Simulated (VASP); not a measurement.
# Na (P6_3/mmc) in VASP: single point with PBE

Aim: the single point of Na with PBE.

Program: VASP 6.6.1. These are calculated values, not measurements. Logs are shortened: lines on timing, memory, paths and dates and some standing lists are left out, and cuts for length are marked.

## 1. The cell of the first run

Symmetry: P6_3/mmc, No. 194, hexagonal system. The conventional cell has a = 2.754 Å, b = 2.754 Å, c = 4.517 Å, α = 90.00°, β = 90.00°, γ = 120.00°. Na (site symmetry -6m2) has 12 Na at 2.75 to 2.76 Å within 3.6 Å.

This isn't the form of Na at room conditions, which is bcc.

## 2. Single point, PBE (14.83 Å³/atom)

POSCAR

```
Na
1.0
    2.7537728420      0.0000000000      0.0000000000
   -1.3768864210      2.3848372374      0.0000000000
    0.0000000000      0.0000000000      4.5168344107
Na
2
Direct
    0.3333333333      0.6666666667      0.2500000000
    0.6666666667      0.3333333333      0.7500000000
```

INCAR.step1

```
PREC = Accurate
ENCUT = 520
EDIFF = 1E-6
ISMEAR = -1
SIGMA = 0.05
LREAL = False
LASPH = True
NELM = 100
ALGO = Normal
ISIF = 2
LWAVE = False
LCHARG = True
GGA = PE
NBANDS = 14
```

KPOINTS.step1

```
Automatic mesh
0
Gamma
  12 12 6
```

INCAR.step2

```
PREC = Accurate
ENCUT = 520
EDIFF = 1E-6
ISMEAR = -5
SIGMA = 0.05
LREAL = False
LASPH = True
NELM = 100
ALGO = Normal
ISIF = 2
LWAVE = False
LCHARG = False
GGA = PE
LORBIT = 10
NEDOS = 1001
ICHARG = 11
```

KPOINTS.step2

```
Automatic mesh
0
Gamma
  18 18 9
```

Potentials or basis: VASP PAW PBE potentials, release 64 (Na_pv).

Run with:

```sh
> cat potpaw_PBE.64/Na_pv/POTCAR > POTCAR
> cp INCAR.step1 INCAR
> cp KPOINTS.step1 KPOINTS
> mpirun -np 1 vasp_std > vasp.out
> cp INCAR.step2 INCAR
> cp KPOINTS.step2 KPOINTS
> mpirun -np 1 vasp_std > vasp.out
```

OUTCAR:

```text
PREC = Accurate
   ENCUT = 520
   EDIFF = 1E-6
   ISMEAR = -5
   LREAL = False
   LASPH = True
   NELM = 100
   ISIF = 2
   GGA = PE
   LORBIT = 10
   ICHARG = 11

 ion  position               nearest neighbor table
   1  0.333  0.667  0.250-   2 2.76   2 2.76   2 2.76   2 2.76   2 2.76   2 2.76
   2  0.667  0.333  0.750-   1 2.76   1 2.76   1 2.76   1 2.76   1 2.76   1 2.76

  LATTYP: Found a hexagonal cell.
 ALAT       =     2.7537728420
 C/A-ratio  =     1.6402349322

  Lattice vectors:

 A1 = (   2.7537728420,   0.0000000000,   0.0000000000)
 A2 = (  -1.3768864210,   2.3848372374,   0.0000000000)
 A3 = (   0.0000000000,   0.0000000000,   4.5168344107)

Analysis of symmetry for initial positions (statically):
=====================================================================
 Subroutine PRICEL returns:
 Original cell was already a primitive cell.

 Routine SETGRP: Setting up the symmetry group for a
 hexagonal supercell.

 Subroutine GETGRP returns: Found 24 space group operations
 (whereof 12 operations were pure point group operations)
 out of a pool of 24 trial point group operations.

The static configuration has the point symmetry D_3d.
 The point group associated with its full space group is D_6h.

Analysis of symmetry for dynamics (positions and initial velocities):
=====================================================================
 Subroutine PRICEL returns:
 Original cell was already a primitive cell.

 Routine SETGRP: Setting up the symmetry group for a
 hexagonal supercell.

 Subroutine GETGRP returns: Found 24 space group operations
 (whereof 12 operations were pure point group operations)
 out of a pool of 24 trial point group operations.

The dynamic configuration has the point symmetry D_3d.
 The point group associated with its full space group is D_6h.

 Subroutine INISYM returns: Found 24 space group operations
 (whereof 12 operations are pure point group operations),
 and found     1 'primitive' translations

----------------------------------------------------------------------------------------

                                     Primitive cell

  volume of cell :      29.6634

  direct lattice vectors                    reciprocal lattice vectors
     2.753772842  0.000000000  0.000000000     0.363138159  0.209657914  0.000000000
    -1.376886421  2.384837237  0.000000000     0.000000000  0.419315828  0.000000000
     0.000000000  0.000000000  4.516834411     0.000000000  0.000000000  0.221393992

  length of vectors
     2.753772842  2.753772842  4.516834411     0.419315828  0.419315828  0.221393992

  position of ions in fractional coordinates (direct lattice)
     0.333333333  0.666666667  0.250000000
     0.666666667  0.333333333  0.750000000

  ion indices of the primitive-cell ions
   primitive index   ion index
                 1           1
                 2           2

----------------------------------------------------------------------------------------

 KPOINTS: Automatic mesh

Automatic generation of k-mesh.
 Grid dimensions read from file:
 generate k-points for:   18   18    9

 Generating k-lattice:

  Cartesian coordinates                     Fractional coordinates (reciprocal lattice)
     0.020174342  0.011647662  0.000000000     0.055555556 -0.000000000  0.000000000
     0.000000000  0.023295324  0.000000000     0.000000000  0.055555556  0.000000000
     0.000000000  0.000000000  0.024599332     0.000000000  0.000000000  0.111111111

  Length of vectors
     0.023295324  0.023295324  0.024599332

  Shift w.r.t. Gamma in fractional coordinates (k-lattice)
     0.000000000  0.000000000  0.000000000

 TETIRR: Found   2805 inequivalent tetrahedra from    17496

 Subroutine IBZKPT returns following result:
 ===========================================

 Found    185 irreducible k-points:

 Following reciprocal coordinates:
            Coordinates               Weight
  0.000000  0.000000  0.000000      1.000000
  0.055556  0.000000  0.000000      6.000000
  0.111111  0.000000  0.000000      6.000000
  0.166667  0.000000  0.000000      6.000000
  0.222222  0.000000  0.000000      6.000000
  0.277778  0.000000  0.000000      6.000000
[... 16 lines left out ...]
  0.333333  0.111111  0.000000     12.000000
  0.388889  0.111111  0.000000     12.000000
 [... further k-points ...]
   k-points           NKPTS =    185   k-points in BZ     NKDIM =    185   number of bands    NBANDS=     11
   number of dos      NEDOS =   1001   number of ions     NIONS =      2
   total plane-waves  NPLWV =  14400
   dimension x,y,z NGX =    20 NGY =   20 NGZ =   36
   dimension x,y,z NGXF=    40 NGYF=   40 NGZF=   72
   ions per type =               2
   NGX,Y,Z   is equivalent  to a cutoff of  12.07, 12.07, 13.25 a.u.
   NGXF,Y,Z  is equivalent  to a cutoff of  24.15, 24.15, 26.50 a.u.
 SYSTEM =  unknown system
   PREC   = accura    normal or accurate (medium, high low for compatibility)
   ISTART =      0    job   : 0-new  1-cont  2-samecut
   ICHARG =     11    charge: 1-file 2-atom 10-const
   ISPIN  =      1    spin polarized calculation?
   LNONCOLLINEAR =      F non collinear calculations
   LSORBIT =      F    spin-orbit coupling
   LASPH  =      T    aspherical Exc in radial PAW
   ENCUT  =  520.0 eV  38.22 Ry    6.18 a.u.   5.12  5.12  8.40*2*pi/ulx,y,z
   NELM   =    100;   NELMIN=  2; NELMDL=  0     # of ELM steps
   EDIFF  = 0.1E-05   stopping-criterion for ELM
   LREAL  =      F    real-space projection
   EDIFFG = 0.1E-04   stopping-criterion for IOM
   NSW    =      0    number of steps for IOM
   IBRION =     -1    ionic relax: 0-MD 1-quasi-New 2-CG
   NFREE  =      0    steps in history (QN), initial steepest desc. (CG)
   ISIF   =      2    stress and relaxation
   ISYM   =      2    0-nonsym 1-usesym 2-fastsym
   POTIM  = 0.5000    time-step for ionic-motion
   TEBEG  =    0.0;   TEEND  =   0.0 temperature during run
   PSTRESS=    0.0 pullay stress
   NELECT =      14.0000    total number of electrons
   NUPDOWN=      -1.0000    fix difference up-down
   EMIN   =  10.00;   EMAX   =-10.00  energy-range for DOS
   EFERMI =   0.00;   METHOD = LEGACY
   ISMEAR =    -5;   SIGMA  =   0.05  broadening in eV -4-tet -1-fermi 0-gaus
   EFERMI_NEDOS =   21; number of points for ismear=-14 and -15
   IALGO  =     38    algorithm
   IMIX   =      4    mixing-type and parameters
     AMIX     =   0.40;   BMIX     =  1.00
     AMIX_MAG =   1.60;   BMIX_MAG =  1.00
  volume/ion in A,a.u.               =      14.83       100.09
  Fermi-wavevector in a.u.,A,eV,Ry     =   1.274610  2.408663 22.104426  1.624629
  Thomas-Fermi vector in A             =   2.407368
   LORBIT       =     10    0 simple, 1 ext, 2 COOP (PROOUT), +10 PAW based schemes
   GGA     = PE    functional components
   LHFCALC =     F    Hartree Fock is set to
   AEXX    =    0.0000 exact exchange contribution
   IVDW    =     0    specifies the selected vdW correction
   LEPSILON=     F    determine dielectric tensor
   LRPA    =     F    only Hartree local field effects (RPA)
 non-spin polarized calculation
 Fermi weights with tetrahedron method with Bloechl corrections
  energy-cutoff  :      520.00
  volume of cell :       29.66
 maximum number of plane-waves:       813

 number of electron      13.9999986 magnetization

 Free energy of the ion-electron system (eV)
  ---------------------------------------------------
  ext. energy  EPLUGINS =         0.00000000
  ---------------------------------------------------
  free energy    TOTEN  =        -0.02305925 eV

  energy without entropy =       -0.02305925  energy(sigma->0) =       -0.02305925

 E-fermi :   5.0151     XC(G=0):  -9.5106

 val. band max:        4.9850012999   @ k =   0.4444   0.0556   0.1111
 cond. band min:       5.0083656251   @ k =   0.4444   0.0000   0.3333
 fundamental gap:      0.0233643252
 Fermi energy:         5.0150777130

 k-point     1 :       0.0000    0.0000    0.0000
  band No.  band energies     occupation
      1     -20.8429      2.00000
      2     -20.2961      2.00000
      3     -20.2961      2.00000
      4     -20.2320      2.00000
      5     -20.2301      2.00000
      6     -20.2301      2.00000
      7      -0.8903      2.00000
      8       5.7287     -0.25577
      9       6.8965      0.00000
     10      20.9998      0.00000
     11      21.0020      0.00000

 k-point     2 :       0.0556    0.0000    0.0000
  band No.  band energies     occupation
      1     -20.8360      2.00000
      2     -20.3102      2.00000
      3     -20.3004      2.00000
      4     -20.2455      2.00000
      5     -20.2338      2.00000
      6     -20.2318      2.00000
      7      -0.7985      2.00000
      8       5.7851     -0.24257
      9       6.9796      0.00000
     10      19.4487      0.00000
     11      20.7647      0.00000

 k-point     3 :       0.1111    0.0000    0.0000
  band No.  band energies     occupation
      1     -20.8158      2.00000
      2     -20.3515      2.00000
      3     -20.3124      2.00000
      4     -20.2890      2.00000
      5     -20.2392      2.00000
      6     -20.2370      2.00000
      7      -0.5258      2.00000
      8       5.9549     -0.06169
      9       7.2240      0.00000
     10      17.4981      0.00000
     11      20.3004      0.00000
[... 267 lines left out ...]
 k-point    23 :       0.3333    0.1111    0.0000
  band No.  band energies     occupation
      1     -20.7184      2.00000
      2     -20.6228      2.00000
      3     -20.5842      2.00000
      4     -20.4363      2.00000
      5     -20.3336      2.00000
      6     -20.3236      2.00000
      7       3.4171      2.00000
      8       8.3428      0.00000
      9       8.7781      0.00000
     10      10.8167      0.00000
     11      13.8075      0.00000

 k-point    24 :       0.3889    0.1111    0.0000
  band No.  band energies     occupation
      1     -20.7574      2.00000
      2     -20.6494      2.00000
      3     -20.5472      2.00000
      4     -20.4523      2.00000
      5     -20.3565      2.00000
      6     -20.3319      2.00000
      7       4.5097      2.02246
      8       7.1056      0.00000
      9       9.6265      0.00000
     10      11.2037      0.00000
     11      12.4923      0.00000

 [... further k-points ...]
[... 5 lines left out ...]
  --------------------------------------------------------------------------------------
  -------------------------------------------------------------------------------------
  Total        7.3628476      7.3628476      7.2985682      0.0000000     -0.0000000      0.0000000
  in kB      397.6814814    397.6814814    394.2096252      0.0000000     -0.0000000      0.0000000
  external PRESSURE =     396.5241960 kB  Pullay stress =       0.0000000 kB

 VOLUME and BASIS-vectors are now :
 -----------------------------------------------------------------------------
  energy-cutoff  :      520.00
  volume of cell :       29.66
      direct lattice vectors                 reciprocal lattice vectors
     2.753772842  0.000000000  0.000000000     0.363138159  0.209657914  0.000000000
    -1.376886421  2.384837237  0.000000000     0.000000000  0.419315828  0.000000000
     0.000000000  0.000000000  4.516834411     0.000000000  0.000000000  0.221393992

 POSITION                                       TOTAL-FORCE (eV/Angst)
 -----------------------------------------------------------------------------------
     -0.00000      1.58989      1.12921         0.000000     -0.000000      0.000000
      1.37689      0.79495      3.38763        -0.000000      0.000000     -0.000000
 -----------------------------------------------------------------------------------
    total drift:                               -0.000000      0.000000      0.000000

  FREE ENERGIE OF THE ION-ELECTRON SYSTEM (eV)
  ---------------------------------------------------
  free  energy   TOTEN  =        -0.0230592501 eV

  energy  without entropy=       -0.0230592501  energy(sigma->0) =       -0.02305925

 total charge

# of ion       s       p       d       tot
------------------------------------------
    1        0.218   6.036   0.000   6.254
    2        0.218   6.036   0.000   6.254
--------------------------------------------------
tot          0.437  12.071   0.000  12.508
```

Run time: 77 s. Hardware: 1 thread of Intel Xeon 8259CL, shared host; peak memory 0.17 GiB.

Results:

- Valence electrons inside the program's atomic spheres: Na 6.25

Caveat: tetrahedron occupations give inexact forces and stress in metals.
